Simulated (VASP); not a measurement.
# Zn (P6_3/mmc) in VASP: single point with PBEsol

Aim: the single point of Zn with PBEsol.

Program: VASP 6.6.1. These are calculated values, not measurements. Logs are shortened: lines on timing, memory, paths and dates and some standing lists are left out, and cuts for length are marked.

## 1. The cell of the first run

The structure is hexagonal, space group P6_3/mmc (No. 194). Conventional cell: a = 2.558 Å, b = 2.558 Å, c = 4.323 Å, α = 90.00°, β = 90.00°, γ = 120.00°. Within 3.4 Å of Zn (site symmetry -6m2) lie 12 Zn at 2.56 to 2.62 Å.

## 2. Single point, PBEsol

Input file INCAR:

```
PREC     = Accurate       # precision mode
ENCUT    = 520            # plane-wave cutoff, eV
EDIFF    = 1E-6           # SCF threshold, eV
ISMEAR   = 0              # smearing method
SIGMA    = 0.1            # smearing width, eV
LREAL    = False          # projectors in reciprocal space
LASPH    = True           # aspherical terms in the spheres
NELM     = 100            # most SCF steps
ALGO     = Fast           # electronic algorithm
ISIF     = 2              # what is computed and relaxed
LWAVE    = False          # write WAVECAR
LCHARG   = True           # write CHGCAR
GGA      = PS             # functional
LELF     = True           # ELF
LVHAR    = True         
NBANDS   = 19             # bands
```

Input file KPOINTS:

```
Automatic mesh
0
Gamma
  57 57 28
```

Input file POSCAR:

```
Zn
1.0
    2.5576643586      0.0000000000      0.0000000000
   -1.2788321793      2.2150023089      0.0000000000
    0.0000000000      0.0000000000      4.3227456439
Zn
2
Direct
    0.3333333333      0.6666666667      0.2500000000
    0.6666666667      0.3333333333      0.7500000000
```

Potentials or basis: VASP PAW PBE potentials, release 64 (Zn).

On the command line:

```console
$ cat potpaw_PBE.64/Zn/POTCAR > POTCAR
$ mpirun -np 1 vasp_std > vasp.out
```

OUTCAR:

```text
PREC = Accurate
   ENCUT = 520
   EDIFF = 1E-6
   ISMEAR = 0
   LREAL = False
   LASPH = True
   NELM = 100
   ISIF = 2
   GGA = PS

 ion  position               nearest neighbor table
   1  0.333  0.667  0.250-   2 2.62   2 2.62   2 2.62   2 2.62   2 2.62   2 2.62
   2  0.667  0.333  0.750-   1 2.62   1 2.62   1 2.62   1 2.62   1 2.62   1 2.62

  LATTYP: Found a hexagonal cell.
 ALAT       =     2.5576643586
 C/A-ratio  =     1.6901145099

  Lattice vectors:

 A1 = (   2.5576643586,   0.0000000000,   0.0000000000)
 A2 = (  -1.2788321793,   2.2150023089,   0.0000000000)
 A3 = (   0.0000000000,   0.0000000000,   4.3227456439)

Analysis of symmetry for initial positions (statically):
=====================================================================
 Subroutine PRICEL returns:
 Original cell was already a primitive cell.

 Routine SETGRP: Setting up the symmetry group for a
 hexagonal supercell.

 Subroutine GETGRP returns: Found 24 space group operations
 (whereof 12 operations were pure point group operations)
 out of a pool of 24 trial point group operations.

The static configuration has the point symmetry D_3d.
 The point group associated with its full space group is D_6h.

Analysis of symmetry for dynamics (positions and initial velocities):
=====================================================================
 Subroutine PRICEL returns:
 Original cell was already a primitive cell.

 Routine SETGRP: Setting up the symmetry group for a
 hexagonal supercell.

 Subroutine GETGRP returns: Found 24 space group operations
 (whereof 12 operations were pure point group operations)
 out of a pool of 24 trial point group operations.

The dynamic configuration has the point symmetry D_3d.
 The point group associated with its full space group is D_6h.

 Subroutine INISYM returns: Found 24 space group operations
 (whereof 12 operations are pure point group operations),
 and found     1 'primitive' translations

----------------------------------------------------------------------------------------

                                     Primitive cell

  volume of cell :      24.4894

  direct lattice vectors                    reciprocal lattice vectors
     2.557664359  0.000000000  0.000000000     0.390981716  0.225733399  0.000000000
    -1.278832179  2.215002309  0.000000000     0.000000000  0.451466798  0.000000000
     0.000000000  0.000000000  4.322745644     0.000000000  0.000000000  0.231334453

  length of vectors
     2.557664359  2.557664359  4.322745644     0.451466798  0.451466798  0.231334453

  position of ions in fractional coordinates (direct lattice)
     0.333333333  0.666666667  0.250000000
     0.666666667  0.333333333  0.750000000

  ion indices of the primitive-cell ions
   primitive index   ion index
                 1           1
                 2           2

----------------------------------------------------------------------------------------

 KPOINTS: Automatic mesh

Automatic generation of k-mesh.
 Grid dimensions read from file:
 generate k-points for:   57   57   28

 Generating k-lattice:

  Cartesian coordinates                     Fractional coordinates (reciprocal lattice)
     0.006859328  0.003960235  0.000000000     0.017543860  0.000000000  0.000000000
     0.000000000  0.007920470  0.000000000     0.000000000  0.017543860  0.000000000
     0.000000000  0.000000000  0.008261945     0.000000000  0.000000000  0.035714286

  Length of vectors
     0.007920470  0.007920470  0.008261945

  Shift w.r.t. Gamma in fractional coordinates (k-lattice)
     0.000000000  0.000000000  0.000000000

 Subroutine IBZKPT returns following result:
 ===========================================

 Found   4500 irreducible k-points:

 Following reciprocal coordinates:
            Coordinates               Weight
  0.000000  0.000000  0.000000      1.000000
  0.017544  0.000000  0.000000      6.000000
  0.035088  0.000000  0.000000      6.000000
  0.052632  0.000000  0.000000      6.000000
  0.070175  0.000000  0.000000      6.000000
  0.087719  0.000000  0.000000      6.000000
[... 16 lines left out ...]
  0.385965  0.000000  0.000000      6.000000
  0.403509 -0.000000  0.000000      6.000000
 [... further k-points ...]
   k-points           NKPTS =   4500   k-points in BZ     NKDIM =   4500   number of bands    NBANDS=     19
   number of dos      NEDOS =    301   number of ions     NIONS =      2
   total plane-waves  NPLWV =  12800
   dimension x,y,z NGX =    20 NGY =   20 NGZ =   32
   dimension x,y,z NGXF=    40 NGYF=   40 NGZF=   64
   ions per type =               2
   NGX,Y,Z   is equivalent  to a cutoff of  13.00, 13.00, 12.31 a.u.
   NGXF,Y,Z  is equivalent  to a cutoff of  26.00, 26.00, 24.61 a.u.
 SYSTEM =  unknown system
   PREC   = accura    normal or accurate (medium, high low for compatibility)
   ISTART =      0    job   : 0-new  1-cont  2-samecut
   ICHARG =      2    charge: 1-file 2-atom 10-const
   ISPIN  =      1    spin polarized calculation?
   LNONCOLLINEAR =      F non collinear calculations
   LSORBIT =      F    spin-orbit coupling
   LASPH  =      T    aspherical Exc in radial PAW
   ENCUT  =  520.0 eV  38.22 Ry    6.18 a.u.   4.76  4.76  8.04*2*pi/ulx,y,z
   NELM   =    100;   NELMIN=  2; NELMDL= -5     # of ELM steps
   EDIFF  = 0.1E-05   stopping-criterion for ELM
   LREAL  =      F    real-space projection
[... 7 lines left out ...]
   TEBEG  =    0.0;   TEEND  =   0.0 temperature during run
   PSTRESS=    0.0 pullay stress
   NELECT =      24.0000    total number of electrons
   NUPDOWN=      -1.0000    fix difference up-down
   EMIN   =  10.00;   EMAX   =-10.00  energy-range for DOS
   EFERMI =   0.00;   METHOD = LEGACY
   ISMEAR =     0;   SIGMA  =   0.10  broadening in eV -4-tet -1-fermi 0-gaus
   EFERMI_NEDOS =   21; number of points for ismear=-14 and -15
   IALGO  =     68    algorithm
   IMIX   =      4    mixing-type and parameters
     AMIX     =   0.40;   BMIX     =  1.00
     AMIX_MAG =   1.60;   BMIX_MAG =  1.00
  volume/ion in A,a.u.               =      12.24        82.63
  Fermi-wavevector in a.u.,A,eV,Ry     =   1.626121  3.072923 35.977457  2.644268
  Thomas-Fermi vector in A             =   2.719132
   LORBIT       =      0    0 simple, 1 ext, 2 COOP (PROOUT), +10 PAW based schemes
   GGA     = PS    functional components
   LHFCALC =     F    Hartree Fock is set to
   AEXX    =    0.0000 exact exchange contribution
   IVDW    =     0    specifies the selected vdW correction
   LEPSILON=     F    determine dielectric tensor
   LRPA    =     F    only Hartree local field effects (RPA)
 non-spin polarized calculation
 RMM-DIIS sequential band-by-band and
 Gauss-broadening in eV      SIGMA  =   0.10
  energy-cutoff  :      520.00
  volume of cell :       24.49
 maximum number of plane-waves:       676
 NGX is ok and might be reduce to    20
   NGX =  9   NGY =  9   NGZ = 17

 number of electron      23.9999993 magnetization

 Free energy of the ion-electron system (eV)
  ---------------------------------------------------
  ext. energy  EPLUGINS =         0.00000000
  ---------------------------------------------------
  free energy    TOTEN  =        -2.98687637 eV

  energy without entropy =       -2.98519330  energy(sigma->0) =       -2.98603484

 E-fermi :   4.8889     XC(G=0): -12.9034

 val. band max:        4.8861689356   @ k =   0.3158   0.2281   0.1786
 cond. band min:       4.8890570628   @ k =   0.2632   0.1930   0.1071
 fundamental gap:      0.0028881271
 Fermi energy:         4.8888749548

 k-point     1 :       0.0000    0.0000    0.0000
  band No.  band energies     occupation
      1      -7.6370      2.00000
      2      -4.8937      2.00000
      3      -3.7695      2.00000
      4      -3.6295      2.00000
      5      -3.6295      2.00000
      6      -3.5120      2.00000
[... 11 lines left out ...]
     18      24.7678      0.00000
     19      24.7678      0.00000

 k-point     2 :       0.0175    0.0000    0.0000
  band No.  band energies     occupation
      1      -7.6271      2.00000
      2      -4.8892      2.00000
      3      -3.7702      2.00000
      4      -3.6291      2.00000
      5      -3.6268      2.00000
      6      -3.5133      2.00000
[... 11 lines left out ...]
     18      24.9351      0.00000
     19      25.2337      0.00000

 k-point     3 :       0.0351    0.0000    0.0000
  band No.  band energies     occupation
      1      -7.5975      2.00000
      2      -4.8760      2.00000
      3      -3.7723      2.00000
      4      -3.6275      2.00000
      5      -3.6185      2.00000
      6      -3.5169      2.00000
[... 11 lines left out ...]
     18      25.3315      0.00000
     19      25.8640      0.00000

 k-point     4 :       0.0526    0.0000    0.0000
  band No.  band energies     occupation
      1      -7.5482      2.00000
      2      -4.8543      2.00000
      3      -3.7765      2.00000
      4      -3.6242      2.00000
      5      -3.6048      2.00000
      6      -3.5226      2.00000
[... 11 lines left out ...]
     18      25.8282      0.00000
     19      26.3190      0.00000

 k-point     5 :       0.0702    0.0000    0.0000
  band No.  band energies     occupation
      1      -7.4794      2.00000
      2      -4.8247      2.00000
      3      -3.7833      2.00000
      4      -3.6187      2.00000
      5      -3.5857      2.00000
      6      -3.5297      2.00000
[... 11 lines left out ...]
     18      26.3642      0.00000
     19      26.6495      0.00000
[... 334 lines left out ...]
      2      -4.5177      2.00000
      3      -4.2548      2.00000
      4      -3.5639      2.00000
      5      -3.5497      2.00000
      6      -3.4788      2.00000
[... 11 lines left out ...]
     18      20.2040      0.00000
     19      23.5763      0.00000

 k-point    22 :       0.3684    0.0000    0.0000
  band No.  band energies     occupation
      1      -4.7621      2.00000
      2      -4.5385      2.00000
      3      -4.2972      2.00000
      4      -3.5641      2.00000
      5      -3.5373      2.00000
      6      -3.4968      2.00000
[... 11 lines left out ...]
     18      20.1111      0.00000
     19      23.3646      0.00000

 k-point    23 :       0.3860    0.0000    0.0000
  band No.  band energies     occupation
      1      -4.7139      2.00000
      2      -4.5567      2.00000
      3      -4.3343      2.00000
      4      -3.5769      2.00000
      5      -3.5130      2.00000
      6      -3.5126      2.00000
[... 11 lines left out ...]
     18      20.0309      0.00000
     19      23.1763      0.00000

 k-point    24 :       0.4035   -0.0000    0.0000
  band No.  band energies     occupation
      1      -4.6851      2.00000
      2      -4.5708      2.00000
      3      -4.3661      2.00000
      4      -3.5881      2.00000
      5      -3.5271      2.00000
      6      -3.4905      2.00000
[... 11 lines left out ...]
     18      19.9629      0.00000
     19      23.0145      0.00000

 [... further k-points ...]

------------------------ aborting loop because EDIFF is reached ----------------------------------------

  FORCE on cell =-STRESS in cart. coord.  units (eV):
  Direction    XX          YY          ZZ          XY          YZ          ZX
  --------------------------------------------------------------------------------------
  -------------------------------------------------------------------------------------
  Total        2.7154827      2.7154827      2.6973906      0.0000000      0.0000000      0.0000000
  in kB      177.6561335    177.6561335    176.4724839      0.0000000      0.0000000      0.0000000
  external PRESSURE =     177.2615836 kB  Pullay stress =       0.0000000 kB

 VOLUME and BASIS-vectors are now :
 -----------------------------------------------------------------------------
  energy-cutoff  :      520.00
  volume of cell :       24.49
      direct lattice vectors                 reciprocal lattice vectors
     2.557664359  0.000000000  0.000000000     0.390981716  0.225733399  0.000000000
    -1.278832179  2.215002309  0.000000000     0.000000000  0.451466798  0.000000000
     0.000000000  0.000000000  4.322745644     0.000000000  0.000000000  0.231334453

 POSITION                                       TOTAL-FORCE (eV/Angst)
 -----------------------------------------------------------------------------------
     -0.00000      1.47667      1.08069        -0.000000      0.000000      0.000000
      1.27883      0.73833      3.24206         0.000000     -0.000000      0.000000
 -----------------------------------------------------------------------------------
    total drift:                               -0.000000      0.000000      0.000000

  FREE ENERGIE OF THE ION-ELECTRON SYSTEM (eV)
  ---------------------------------------------------
  free  energy   TOTEN  =        -2.9868763692 eV

  energy  without entropy=       -2.9851933040  energy(sigma->0) =       -2.98603484
```

Wall time 19 min (1 thread of Intel Xeon Platinum 8488C (Sapphire Rapids), shared host); peak memory 1.6 GiB.

What came out:

```
Free energy            : -2.9869 eV
Pressure               : 17.7 GPa
Band gap on the k mesh : zero (bands 12 and 13 overlap by 3.46 eV)
```

Caveat: the cell stands under pressure; the PAW data sets were made with another functional, which shifts forces and pressure a little.
